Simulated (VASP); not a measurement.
# SrBe2B2 (I4/mmm) in VASP: single point with PBEsol

Aim: the single point of SrBe2B2 with PBEsol.

Everything below comes from runs of VASP 6.6.1. Logs are shortened: lines on timing, memory, paths and dates and some standing lists are left out, and cuts for length are marked.

## Step 1: The cell of the first run

It takes space group I4/mmm (No. 139, tetragonal). Conventional cell: a = 3.623 Å, b = 3.623 Å, c = 10.502 Å, α = 90.00°, β = 90.00°, γ = 90.00°. Within 3.0 Å of Be (site symmetry -4m2) lie 4 B at 2.24 Å and 4 Be at 2.56 Å. B (site symmetry 4mm) has 4 Be at 2.24 Å and 1 B at 2.63 Å and 4 Sr at 2.88 Å within 3.0 Å. Sr (site symmetry 4/mmm) has 10 B at 2.88 to 3.94 Å and 8 Be at 3.19 Å and 4 Sr at 3.62 Å within 4.0 Å.

## Step 2: Single point, PBEsol

POSCAR

```
SrBe2B2
1.0
    0.0000000000      3.6227440000      0.0000000000
    3.6227440000      0.0000000000      0.0000000000
    1.8113720000      1.8113720000     -5.2509070000
Be B Sr
2 2 1
Direct
    0.7500000000      0.2500000000      0.5000000000
    0.2500000000      0.7500000000      0.5000000000
    0.3750000000      0.3750000000      0.2500000000
    0.6250000000      0.6250000000      0.7500000000
    0.0000000000      0.0000000000      0.0000000000
```

INCAR.step1

```
PREC = Accurate
ENCUT = 520
EDIFF = 1E-6
ISMEAR = -1
SIGMA = 0.0355
LREAL = F
LASPH = T
NELM = 100
ALGO = Normal
ISIF = 2
LWAVE = F
LCHARG = T
GGA = PS
NBANDS = 18
```

KPOINTS.step1

```
Automatic mesh
0
Gamma
  10 10 10
```

INCAR.step2

```
PREC = Accurate
ENCUT = 520
EDIFF = 1E-6
ISMEAR = -5
SIGMA = 0.0355
LREAL = F
LASPH = T
NELM = 100
ALGO = Normal
ISIF = 2
LWAVE = F
LCHARG = F
GGA = PS
LORBIT = 10
NEDOS = 1001
ICHARG = 11
```

KPOINTS.step2

```
Automatic mesh
0
Gamma
  15 15 15
```

Potentials or basis: VASP PAW PBE potentials, release 64 (Be, B, Sr_sv).

The run is started by

```bash
> cat potpaw_PBE.64/Be/POTCAR potpaw_PBE.64/B/POTCAR potpaw_PBE.64/Sr_sv/POTCAR > POTCAR
> cp INCAR.step1 INCAR
> cp KPOINTS.step1 KPOINTS
> mpirun -np 1 vasp_std > vasp.out
> cp INCAR.step2 INCAR
> cp KPOINTS.step2 KPOINTS
> mpirun -np 1 vasp_std > vasp.out
```

OUTCAR:

```text
PREC = Accurate
   ENCUT = 520
   EDIFF = 1E-6
   ISMEAR = -5
   LREAL = F
   LASPH = T
   NELM = 100
   ISIF = 2
   GGA = PS
   LORBIT = 10
   ICHARG = 11

 ion  position               nearest neighbor table
   1  0.750  0.250  0.500-   3 2.24   3 2.24   4 2.24   4 2.24   5 3.19   5 3.19   5 3.19   5 3.19

   2  0.250  0.750  0.500-   3 2.24   3 2.24   4 2.24   4 2.24   5 3.19   5 3.19   5 3.19   5 3.19

   3  0.375  0.375  0.250-   1 2.24   2 2.24   2 2.24   1 2.24   5 2.88   5 2.88   5 2.88   5 2.88

   4  0.625  0.625  0.750-   2 2.24   1 2.24   1 2.24   2 2.24   5 2.88   5 2.88   5 2.88   5 2.88

   5  0.000  0.000  0.000-   4 2.88   4 2.88   4 2.88   3 2.88   4 2.88   3 2.88   3 2.88   3 2.88
                             2 3.19   1 3.19   2 3.19   1 3.19   1 3.19   2 3.19   2 3.19   1 3.19

  LATTYP: Found a body centered tetragonal cell.
 ALAT       =     3.6227440000
 C/A-ratio  =     2.8988562261

  Lattice vectors:

 A1 = (  -1.8113720000,   1.8113720000,   5.2509070000)
 A2 = (   1.8113720000,  -1.8113720000,   5.2509070000)
 A3 = (   1.8113720000,   1.8113720000,  -5.2509070000)

Analysis of symmetry for initial positions (statically):
=====================================================================
 Subroutine PRICEL returns:
 Original cell was already a primitive cell.

 Routine SETGRP: Setting up the symmetry group for a
 body centered tetragonal supercell.

 Subroutine GETGRP returns: Found 16 space group operations
 (whereof 16 operations were pure point group operations)
 out of a pool of 16 trial point group operations.

The static configuration has the point symmetry D_4h.

Analysis of symmetry for dynamics (positions and initial velocities):
=====================================================================
 Subroutine PRICEL returns:
 Original cell was already a primitive cell.

 Routine SETGRP: Setting up the symmetry group for a
 body centered tetragonal supercell.

 Subroutine GETGRP returns: Found 16 space group operations
 (whereof 16 operations were pure point group operations)
 out of a pool of 16 trial point group operations.

The dynamic configuration has the point symmetry D_4h.

 Subroutine INISYM returns: Found 16 space group operations
 (whereof 16 operations are pure point group operations),
 and found     1 'primitive' translations

----------------------------------------------------------------------------------------

[... 124 lines left out ...]
   LORBIT       =     10    0 simple, 1 ext, 2 COOP (PROOUT), +10 PAW based schemes
   GGA     = PS    functional components
   LHFCALC =     F    Hartree Fock is set to
   AEXX    =    0.0000 exact exchange contribution
   IVDW    =     0    specifies the selected vdW correction
   LEPSILON=     F    determine dielectric tensor
   LRPA    =     F    only Hartree local field effects (RPA)
 non-spin polarized calculation
 Fermi weights with tetrahedron method with Bloechl corrections
  energy-cutoff  :      520.00
  volume of cell :       68.91
 maximum number of plane-waves:      1876

 number of electron      20.0000000 magnetization

 Free energy of the ion-electron system (eV)
  ---------------------------------------------------
  ext. energy  EPLUGINS =         0.00000000
  ---------------------------------------------------
  free energy    TOTEN  =       -21.77265216 eV

  energy without entropy =      -21.77265216  energy(sigma->0) =      -21.77265216

 E-fermi :   3.1412     XC(G=0): -10.0916

 val. band max:        3.2125900521   @ k =  -0.2000   0.2000   0.0667
 cond. band min:       3.1439606086   @ k =   0.2000   0.0000  -0.0000
 fundamental gap:     -0.0686294435
 Fermi energy:         3.1412170695

 k-point     1 :       0.0000    0.0000    0.0000
  band No.  band energies     occupation
      1     -30.3814      2.00000
      2     -12.6721      2.00000
      3     -12.3161      2.00000
      4     -12.3161      2.00000
      5      -5.5838      2.00000
      6      -1.5928      2.00000
      7      -0.3479      2.00000
      8       2.3159      2.00000
      9       2.3159      2.00000
     10       4.9769      0.00000
     11       5.1406      0.00000
     12       5.1406      0.00000
     13       6.7284      0.00000
     14       8.2600      0.00000
[... 377 lines left out ...]
      1     -30.3577      2.00000
      2     -12.6258      2.00000
      3     -12.5545      2.00000
      4     -12.4045      2.00000
      5      -4.8386      2.00000
      6      -2.1629      2.00000
      7       0.6366      2.00000
      8       1.4252      2.00000
      9       2.0063      2.00000
     10       3.3223      0.14792
     11       4.0047      0.00000
     12       6.2536      0.00000
     13       7.3436      0.00000
     14       8.5388      0.00000

 [... further k-points ...]

------------------------ aborting loop because EDIFF is reached ----------------------------------------

  FORCE on cell =-STRESS in cart. coord.  units (eV):
  Direction    XX          YY          ZZ          XY          YZ          ZX
  --------------------------------------------------------------------------------------
  -------------------------------------------------------------------------------------
  Total       -3.4217065     -3.4217065     -8.5296838      0.0000000      0.0000000      0.0000000
  in kB      -79.5506469    -79.5506469   -198.3051052      0.0000000      0.0000000      0.0000000
  external PRESSURE =    -119.1354663 kB  Pullay stress =       0.0000000 kB

 VOLUME and BASIS-vectors are now :
 -----------------------------------------------------------------------------
  energy-cutoff  :      520.00
  volume of cell :       68.91
      direct lattice vectors                 reciprocal lattice vectors
     0.000000000  3.622744000  0.000000000     0.000000000  0.276033857  0.095221645
     3.622744000  0.000000000  0.000000000     0.276033857  0.000000000  0.095221645
     1.811372000  1.811372000 -5.250907000     0.000000000  0.000000000 -0.190443289

 POSITION                                       TOTAL-FORCE (eV/Angst)
 -----------------------------------------------------------------------------------
      1.81137      3.62274     -2.62545        -0.000000      0.000000      0.000000
      3.62274      1.81137     -2.62545        -0.000000     -0.000000      0.000000
      1.81137      1.81137     -1.31273         0.000000      0.000000     -1.228393
      3.62274      3.62274     -3.93818        -0.000000     -0.000000      1.228393
      0.00000      0.00000      0.00000         0.000000      0.000000      0.000000
 -----------------------------------------------------------------------------------
    total drift:                                0.000000      0.000000      0.000000

  FREE ENERGIE OF THE ION-ELECTRON SYSTEM (eV)
  ---------------------------------------------------
  free  energy   TOTEN  =       -21.7726521560 eV

  energy  without entropy=      -21.7726521560  energy(sigma->0) =      -21.77265216

 total charge

# of ion       s       p       d       tot
------------------------------------------
    1        0.369   0.541   0.000   0.910
    2        0.369   0.541   0.000   0.910
    3        0.687   0.880   0.000   1.567
    4        0.687   0.880   0.000   1.567
    5        2.025   5.781   0.308   8.114
--------------------------------------------------
tot          4.137   8.623   0.308  13.068
```

OUTCAR.step1:

```text
PREC = Accurate
   ENCUT = 520
   EDIFF = 1E-6
   ISMEAR = -1
   LREAL = F
   LASPH = T
[... 740 lines left out ...]
      3.62274      1.81137     -2.62545        -0.000000      0.000000      0.000000
      1.81137      1.81137     -1.31273         0.000000      0.000000     -1.230167
      3.62274      3.62274     -3.93818         0.000000      0.000000      1.230167
      0.00000      0.00000      0.00000         0.000000      0.000000      0.000000
 -----------------------------------------------------------------------------------
    total drift:                                0.000000      0.000000      0.000000

  FREE ENERGIE OF THE ION-ELECTRON SYSTEM (eV)
  ---------------------------------------------------
  free  energy   TOTEN  =       -21.7700319948 eV

  energy  without entropy=      -21.7581949270  energy(sigma->0) =      -21.76411346
```

Run time: 2 min. Hardware: 1 thread of Intel Xeon Platinum 8559C (Emerald Rapids), shared host; peak memory 0.43 GiB.

Results:

```yaml
Valence_electrons_inside_the_program's_atomic_spheres: Be 0.91; B 1.57; Sr 8.11
```

Levels at points of the mesh, in eV from the Fermi level:
```tsv
k point	band 8	band 9	band 10	band 11	band 12	band 13
(0.00, 0.00, 0.00)	-0.83	-0.83	1.84	2.00	2.00	3.59
```

Caveat: the PAW data sets were made with another functional, which shifts forces and pressure a little.
